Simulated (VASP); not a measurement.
# Hf3H (P6_322) in VASP: notebook

Hf3H is run at these levels: PBE; tasks: relaxation of cell and atoms, single point.

Program: VASP 6.6.1. These are calculated values, not measurements. Logs are shortened: lines on timing, memory, paths and dates and some standing lists are left out, and cuts for length are marked.

## (1) The cell of the first run

Symmetry: P6_322, No. 182, hexagonal system. The conventional cell has a = 5.440 Å, b = 5.440 Å, c = 4.960 Å, α = 90.00°, β = 90.00°, γ = 120.00°. Hf (site symmetry 2) has 2 H at 2.20 Å within 2.9 Å. H (site symmetry 32) has 6 Hf at 2.20 Å within 2.9 Å.

## (2) Relaxation of cell and atoms, PBE

The input, INCAR:

```
SYSTEM = Hf3H
PREC = Accurate
ENCUT = 600
EDIFF = 1E-6
ISMEAR = 0
SIGMA = 0.2
LREAL = .False.
LASPH = .True.
NELM = 100
ALGO = Normal
ISIF = 3
LWAVE = .False.
LCHARG = .False.
GGA = PE
IBRION = 2
NSW = 36
EDIFFG = -0.08
```

The input, KPOINTS:

```
Automatic mesh
0
Gamma
  4 4 3
  0 0 0
```

The input, POSCAR:

```
Hf3H
1.0
    5.4400000000      0.0000000000      0.0000000000
   -2.7200000000      4.7111782000      0.0000000000
    0.0000000000      0.0000000000      4.9600000000
Hf H
6 2
Direct
    0.0000000000      0.6666650000      0.5000000000
    0.6666650000      0.6666650000      0.0000000000
    0.6666650000      0.0000000000      0.5000000000
    0.3333350000      0.3333350000      0.5000000000
    0.0000000000      0.3333350000      0.0000000000
    0.3333350000      0.0000000000      0.0000000000
    0.6666666700      0.3333333300      0.7500000000
    0.3333333300      0.6666666700      0.2500000000
```

Potentials or basis: VASP PAW PBE potentials, release 64 (Hf_pv, H).

Launch:

```
$ cat potpaw_PBE.64/Hf_pv/POTCAR potpaw_PBE.64/H/POTCAR > POTCAR
$ mpirun -np 1 vasp_std > vasp.out
```

OUTCAR:

```text
SYSTEM = Hf3H
   PREC = Accurate
   ENCUT = 600
   EDIFF = 1E-6
   ISMEAR = 0
   LREAL = .False.
   LASPH = .True.
   NELM = 100
   ISIF = 3
   GGA = PE
   IBRION = 2
   NSW = 36
   EDIFFG = -0.08

 ion  position               nearest neighbor table
   1  0.000  0.667  0.500-   8 2.20   7 2.20   5 3.07   5 3.07   2 3.07   2 3.07   6 3.07   6 3.07
                             4 3.14   4 3.14   3 3.14   3 3.14   3 3.14   4 3.14
   2  0.667  0.667  0.000-   8 2.20   7 2.20   4 3.07   4 3.07   1 3.07   1 3.07   3 3.07   3 3.07
                             5 3.14   5 3.14   6 3.14   6 3.14   6 3.14   5 3.14
   3  0.667  0.000  0.500-   7 2.20   8 2.20   6 3.07   6 3.07   2 3.07   2 3.07   5 3.07   5 3.07
                             4 3.14   1 3.14   4 3.14   1 3.14   1 3.14   4 3.14
   4  0.333  0.333  0.500-   7 2.20   8 2.20   2 3.07   2 3.07   5 3.07   5 3.07   6 3.07   6 3.07
                             1 3.14   1 3.14   3 3.14   3 3.14   3 3.14   1 3.14
   5  0.000  0.333  0.000-   7 2.20   8 2.20   1 3.07   1 3.07   4 3.07   4 3.07   3 3.07   3 3.07
                             2 3.14   2 3.14   6 3.14   6 3.14   6 3.14   2 3.14
   6  0.333  0.000  0.000-   8 2.20   7 2.20   3 3.07   3 3.07   4 3.07   1 3.07   1 3.07   4 3.07
                             2 3.14   5 3.14   2 3.14   5 3.14   5 3.14   2 3.14
   7  0.667  0.333  0.750-   5 2.20   3 2.20   1 2.20   6 2.20   4 2.20   2 2.20
   8  0.333  0.667  0.250-   1 2.20   6 2.20   5 2.20   3 2.20   2 2.20   4 2.20

  LATTYP: Found a hexagonal cell.
 ALAT       =     5.4400000000
 C/A-ratio  =     0.9117647059

  Lattice vectors:

 A1 = (   5.4400000000,   0.0000000000,   0.0000000000)
 A2 = (  -2.7200000000,   4.7111782000,   0.0000000000)
 A3 = (   0.0000000000,   0.0000000000,   4.9600000000)

Analysis of symmetry for initial positions (statically):
=====================================================================
 Subroutine PRICEL returns:
 Original cell was already a primitive cell.

 Routine SETGRP: Setting up the symmetry group for a
 hexagonal supercell.

 Subroutine GETGRP returns: Found 12 space group operations
 (whereof  6 operations were pure point group operations)
 out of a pool of 24 trial point group operations.

The static configuration has the point symmetry D_3 .
 The point group associated with its full space group is D_6 .

Analysis of symmetry for dynamics (positions and initial velocities):
=====================================================================
 Subroutine PRICEL returns:
 Original cell was already a primitive cell.

 Routine SETGRP: Setting up the symmetry group for a
 hexagonal supercell.

 Subroutine GETGRP returns: Found 12 space group operations
 (whereof  6 operations were pure point group operations)
 out of a pool of 24 trial point group operations.

The dynamic configuration has the point symmetry D_3 .
 The point group associated with its full space group is D_6 .

 Subroutine INISYM returns: Found 12 space group operations
 (whereof  6 operations are pure point group operations),
 and found     1 'primitive' translations

----------------------------------------------------------------------------------------

                                     Primitive cell

  volume of cell :     127.1189

  direct lattice vectors                    reciprocal lattice vectors
     5.440000000  0.000000000  0.000000000     0.183823529  0.106130564  0.000000000
    -2.720000000  4.711178200  0.000000000     0.000000000  0.212261128  0.000000000
     0.000000000  0.000000000  4.960000000     0.000000000  0.000000000  0.201612903

  length of vectors
     5.440000000  5.440000003  4.960000000     0.212261128  0.212261128  0.201612903

  position of ions in fractional coordinates (direct lattice)
     0.000000000  0.666665000  0.500000000
     0.666665000  0.666665000  0.000000000
     0.666665000  0.000000000  0.500000000
     0.333335000  0.333335000  0.500000000
     0.000000000  0.333335000  0.000000000
     0.333335000  0.000000000  0.000000000
     0.666666670  0.333333330  0.750000000
     0.333333330  0.666666670  0.250000000

  ion indices of the primitive-cell ions
   primitive index   ion index
                 1           1
                 2           2
                 3           3
                 4           4
                 5           5
                 6           6
                 7           7
                 8           8

----------------------------------------------------------------------------------------

 KPOINTS: Automatic mesh

Automatic generation of k-mesh.
 Grid dimensions read from file:
 generate k-points for:    4    4    3

 Generating k-lattice:

  Cartesian coordinates                     Fractional coordinates (reciprocal lattice)
     0.045955882  0.026532641  0.000000000     0.250000000  0.000000000  0.000000000
     0.000000000  0.053065282  0.000000000     0.000000000  0.250000000  0.000000000
     0.000000000  0.000000000  0.067204301     0.000000000  0.000000000  0.333333333

  Length of vectors
     0.053065282  0.053065282  0.067204301

  Shift w.r.t. Gamma in fractional coordinates (k-lattice)
     0.000000000  0.000000000  0.000000000

 Subroutine IBZKPT returns following result:
 ===========================================

 Found      8 irreducible k-points:

 Following reciprocal coordinates:
            Coordinates               Weight
  0.000000  0.000000  0.000000      1.000000
  0.250000  0.000000  0.000000      6.000000
  0.500000  0.000000  0.000000      3.000000
  0.250000  0.250000  0.000000      6.000000
  0.000000  0.000000  0.333333      2.000000
  0.250000  0.000000  0.333333     12.000000
  0.500000  0.000000  0.333333      6.000000
  0.250000  0.250000  0.333333     12.000000
   k-points           NKPTS =      8   k-points in BZ     NKDIM =      8   number of bands    NBANDS=     37
   number of dos      NEDOS =    301   number of ions     NIONS =      8
   total plane-waves  NPLWV =  92160
   dimension x,y,z NGX =    48 NGY =   48 NGZ =   40
   dimension x,y,z NGXF=    96 NGYF=   96 NGZF=   80
   ions per type =               6   2
   NGX,Y,Z   is equivalent  to a cutoff of  14.67, 14.67, 13.41 a.u.
   NGXF,Y,Z  is equivalent  to a cutoff of  29.34, 29.34, 26.81 a.u.
 SYSTEM =  Hf3H
   PREC   = accura    normal or accurate (medium, high low for compatibility)
   ISTART =      0    job   : 0-new  1-cont  2-samecut
   ICHARG =      2    charge: 1-file 2-atom 10-const
   ISPIN  =      1    spin polarized calculation?
   LNONCOLLINEAR =      F non collinear calculations
   LSORBIT =      F    spin-orbit coupling
   LASPH  =      T    aspherical Exc in radial PAW
   ENCUT  =  600.0 eV  44.10 Ry    6.64 a.u.  10.87 10.87  9.91*2*pi/ulx,y,z
   NELM   =    100;   NELMIN=  2; NELMDL= -5     # of ELM steps
   EDIFF  = 0.1E-05   stopping-criterion for ELM
   LREAL  =      F    real-space projection
   EDIFFG = -.8E-01   stopping-criterion for IOM
   NSW    =     36    number of steps for IOM
   IBRION =      2    ionic relax: 0-MD 1-quasi-New 2-CG
   NFREE  =      1    steps in history (QN), initial steepest desc. (CG)
   ISIF   =      3    stress and relaxation
   ISYM   =      2    0-nonsym 1-usesym 2-fastsym
   POTIM  = 0.5000    time-step for ionic-motion
   TEBEG  =    0.0;   TEEND  =   0.0 temperature during run
   PSTRESS=    0.0 pullay stress
   NELECT =      62.0000    total number of electrons
   NUPDOWN=      -1.0000    fix difference up-down
   EMIN   =  10.00;   EMAX   =-10.00  energy-range for DOS
   EFERMI =   0.00;   METHOD = LEGACY
   ISMEAR =     0;   SIGMA  =   0.20  broadening in eV -4-tet -1-fermi 0-gaus
   EFERMI_NEDOS =   21; number of points for ismear=-14 and -15
   IALGO  =     38    algorithm
   IMIX   =      4    mixing-type and parameters
     AMIX     =   0.40;   BMIX     =  1.00
     AMIX_MAG =   1.60;   BMIX_MAG =  1.00
  volume/ion in A,a.u.               =      15.89       107.23
  Fermi-wavevector in a.u.,A,eV,Ry     =   1.288651  2.435198 22.594130  1.660622
  Thomas-Fermi vector in A             =   2.420592
   LORBIT       =      0    0 simple, 1 ext, 2 COOP (PROOUT), +10 PAW based schemes
   GGA     = PE    functional components
   LHFCALC =     F    Hartree Fock is set to
   AEXX    =    0.0000 exact exchange contribution
   IVDW    =     0    specifies the selected vdW correction
   LEPSILON=     F    determine dielectric tensor
   LRPA    =     F    only Hartree local field effects (RPA)
 conjugate gradient relaxation of ions
 non-spin polarized calculation
 Gauss-broadening in eV      SIGMA  =   0.20
  energy-cutoff  :      600.00
  volume of cell :      127.12
 maximum number of plane-waves:      4264
 NGX is ok and might be reduce to    48
   NGX = 21   NGY = 21   NGZ = 19

--------------------------------------- Ionic step        1  -------------------------------------------

 number of electron      61.9999994 magnetization

 Free energy of the ion-electron system (eV)
  ---------------------------------------------------
  ext. energy  EPLUGINS =         0.00000000
  ---------------------------------------------------
  free energy    TOTEN  =       -66.47190796 eV

  energy without entropy =      -66.30038135  energy(sigma->0) =      -66.38614466

------------------------ aborting loop because EDIFF is reached ----------------------------------------

  FORCE on cell =-STRESS in cart. coord.  units (eV):
  Direction    XX          YY          ZZ          XY          YZ          ZX
  --------------------------------------------------------------------------------------
  -------------------------------------------------------------------------------------
  Total        8.3192054      8.3192054      9.1943267      0.0000000      0.0000000      0.0000000
  in kB      104.8533524    104.8533525    115.8831799      0.0000000      0.0000000      0.0000000
  external PRESSURE =     108.5299616 kB  Pullay stress =       0.0000000 kB

 VOLUME and BASIS-vectors are now :
 -----------------------------------------------------------------------------
  energy-cutoff  :      600.00
  volume of cell :      127.12
      direct lattice vectors                 reciprocal lattice vectors
     5.440000000  0.000000000  0.000000000     0.183823529  0.106130564  0.000000000
    -2.720000000  4.711178200  0.000000000     0.000000000  0.212261128  0.000000000
     0.000000000  0.000000000  4.960000000     0.000000000  0.000000000  0.201612903
[... 127 lines left out ...]
 POSITION                                       TOTAL-FORCE (eV/Angst)
 -----------------------------------------------------------------------------------
     -1.86912      3.23741      2.55443        -0.085886      0.148759      0.000000
      1.86912      3.23741      0.00000         0.085886      0.148759      0.000000
      3.73824     -0.00000      2.55443         0.171772     -0.000000     -0.000000
      0.92474      1.60171      2.55443        -0.085886     -0.148759     -0.000000
      4.66299      1.60171      5.10887         0.085886     -0.148759     -0.000000
      1.84949     -0.00000      0.00000        -0.171772     -0.000000     -0.000000
      2.79387      1.61304      3.83165        -0.000000     -0.000000      0.000000
     -0.00000      3.22608      1.27722        -0.000000     -0.000000     -0.000000
 -----------------------------------------------------------------------------------
    total drift:                                0.000008     -0.000013      0.000000

  FREE ENERGIE OF THE ION-ELECTRON SYSTEM (eV)
  ---------------------------------------------------
  free  energy   TOTEN  =       -66.8450421775 eV

  energy  without entropy=      -66.6557589026  energy(sigma->0) =      -66.75040054

--------------------------------------- Ionic step        5  -------------------------------------------

 number of electron      62.0000007 magnetization

 Free energy of the ion-electron system (eV)
  ---------------------------------------------------
  ext. energy  EPLUGINS =         0.00000000
  ---------------------------------------------------
  free energy    TOTEN  =       -66.85036718 eV

  energy without entropy =      -66.66211765  energy(sigma->0) =      -66.75624242

 E-fermi :   5.0354     XC(G=0): -11.3361

 val. band max:        4.9893093108   @ k =   0.0000   0.0000   0.0000
 cond. band min:       5.0514058406   @ k =   0.2500   0.0000   0.0000
 fundamental gap:      0.0620965299
 Fermi energy:         5.0353515587

 k-point     1 :       0.0000    0.0000    0.0000
  band No.  band energies     occupation
      1     -26.1011      2.00000
      2     -25.8599      2.00000
      3     -25.8488      2.00000
      4     -25.7374      2.00000
      5     -25.7374      2.00000
      6     -25.7320      2.00000
[... 331 lines left out ...]
 POSITION                                       TOTAL-FORCE (eV/Angst)
 -----------------------------------------------------------------------------------
     -1.87170      3.24188      2.55358        -0.033832      0.058599     -0.000000
      1.87170      3.24188     -0.00000         0.033832      0.058599     -0.000000
      0.95122      4.83620      2.55358         0.067664     -0.000000      0.000000
      0.92048      1.59432      2.55358        -0.033832     -0.058599      0.000000
      4.66389      1.59432     -0.00000         0.033832     -0.058599      0.000000
     -0.95122      4.83620      5.10716        -0.067664     -0.000000     -0.000000
      2.79218      1.61207      3.83037        -0.000000     -0.000000      0.000000
     -0.00000      3.22414      1.27679        -0.000000     -0.000000     -0.000000
 -----------------------------------------------------------------------------------
    total drift:                                0.000008     -0.000013      0.000000

  FREE ENERGIE OF THE ION-ELECTRON SYSTEM (eV)
  ---------------------------------------------------
  free  energy   TOTEN  =       -66.8503671830 eV

  energy  without entropy=      -66.6621176501  energy(sigma->0) =      -66.75624242

 reached required accuracy - stopping structural energy minimisation
```

Run time: 2.9 min. Hardware: 1 thread of Intel Xeon Platinum 8259CL at 2.50GHz (Skylake/Cascade Lake), shared host; peak memory 0.32 GiB.

Results:

```
Free energy                            : -66.8504 eV
Relaxed volume                         : 17.24 Å³/atom
Relaxed cell                           : a = 5.584 Å, b = 5.584 Å, c = 5.107 Å, α = 90.00°, β = 90.00°, γ = 120.00°
Space group after relaxing (to 0.05 Å) : P6_322 (No. 182)
Energy gained by relaxing              : 47.3 meV/atom
Ionic steps                            : 5
Pressure after relaxing                : 0.1 GPa
Largest force after relaxing           : 0.068 eV/Å
Band gap on the k mesh                 : zero (band 31 reaches 5.45 eV, above the bottom of band 32 at 4.83 eV)
```

Forces on the atoms (eV/Å):
```
Hf  -0.034  0.059  0.000
Hf   0.034  0.059  0.000
Hf   0.068  0.000  0.000
Hf  -0.034 -0.059  0.000
Hf   0.034 -0.059  0.000
Hf  -0.068  0.000  0.000
H    0.000  0.000  0.000
H    0.000  0.000  0.000
```

The path:
```tsv
step	energy change (eV)	largest force (eV/Å)	pressure (GPa)	volume (Å³)
1	0.0000	0.4695	10.85	127.12
2	-0.1505	0.0112	-7.00	147.97
3	-0.3732	0.1670	-0.25	138.37
4	-0.3731	0.1718	-0.06	138.14
5	-0.3785	0.0677	0.09	137.93
```

Final structure:
```cif
data_structure
_symmetry_space_group_name_H-M 'P 1'
_symmetry_Int_Tables_number 1
_cell_length_a 5.5844
_cell_length_b 5.5844
_cell_length_c 5.1072
_cell_angle_alpha 90.000
_cell_angle_beta 90.000
_cell_angle_gamma 120.000
_cell_volume 137.93
loop_
_atom_site_label
_atom_site_type_symbol
_atom_site_fract_x
_atom_site_fract_y
_atom_site_fract_z
_atom_site_occupancy
Hf1 Hf 0.00000 0.67034 0.50000 1
Hf2 Hf 0.67034 0.67034 0.00000 1
Hf3 Hf 0.67034 0.00000 0.50000 1
Hf4 Hf 0.32966 0.32966 0.50000 1
Hf5 Hf 0.00000 0.32966 0.00000 1
Hf6 Hf 0.32966 0.00000 0.00000 1
H1 H 0.66667 0.33333 0.75000 1
H2 H 0.33333 0.66667 0.25000 1
```

Caveat: the k points lie up to 0.41 Å⁻¹ apart in the final cell; spin-orbit coupling is left out, which moves the levels of the heavy elements; the relaxation stopped at a loose force limit of 0.08 eV/Å, so its end isn't a converged minimum.

[end of part 1 of 2]
